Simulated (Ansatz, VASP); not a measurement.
## Two plane-wave programs on Cu

INCAR

```
SYSTEM = Cu
PREC = Accurate
ENCUT = 520
EDIFF = 1E-6
ISMEAR = 0
SIGMA = 0.15
LREAL = .FALSE.
LASPH = .TRUE.
NELM = 100
ALGO = Fast
ISIF = 2
LWAVE = .FALSE.
LCHARG = .FALSE.
GGA = PE
NBANDS = 12
```

File KPOINTS:

```
regular mesh
0
G
  22 22 22
  0 0 0
```

Contents of POSCAR:

```
Cu
1.0
    0.0000000000      1.6041562500      1.8075000000
    2.0108437500      0.0000000000      1.8075000000
    2.0108437500      1.6041562500      0.0000000000
Cu
1
Direct
    0.0000000000      0.0000000000      0.0000000000
```

Input for Ansatz:

```yaml
crystal:
  lattice:
    - [0.0, 1.60415625, 1.8075]
    - [2.01084375, 0.0, 1.8075]
    - [2.01084375, 1.60415625, 0.0]
  atoms:
    - { symbol: Cu, position: [0.0, 0.0, 0.0] }
basis:
  ecutwfc: 420
kpoints:
  mp_grid: { grid: [22, 22, 22] }
hamiltonian:
  xc: pbe
scf:
  occupations: { method: gaussian, width: 0.15 }
output:
  forces: true
  stress: true
  eigenvalues: true
```

Change from the starting cell: strain +0.1125 x Voigt [1, -1, 0, 0, 0, 0], atoms carried along.

Alike in both runs: task single point; functional PBE; k mesh 22 × 22 × 22; occupations gaussian, width 0.15 eV; no spin polarisation.

|  | VASP | Ansatz |
| --- | --- | --- |
| version | VASP 6.6.1 | Ansatz 0.2.0 |
| potentials or method | VASP PAW PBE potentials, release 64 (Cu), cutoff 520 eV | scalar-relativistic, plane waves, PAW |
| valence electrons in the cell | 11 | 19 |

|  | VASP | Ansatz | Ansatz less VASP |
| --- | --- | --- | --- |
| gap on the k mesh at the Fermi level (eV) | none | none | - |
| pressure (GPa) | 5.9 | 5.2 | -0.74 |
| traceless stress, the component that is largest in VASP (GPa) | -9.09 | -9.19 | -0.100 |

A gap of «none» marks a metal or a gap that the smearing closes. VASP's potentials hold 11 valence electrons a cell and Ansatz's 19, so a difference there can come from the potentials and not from the codes.
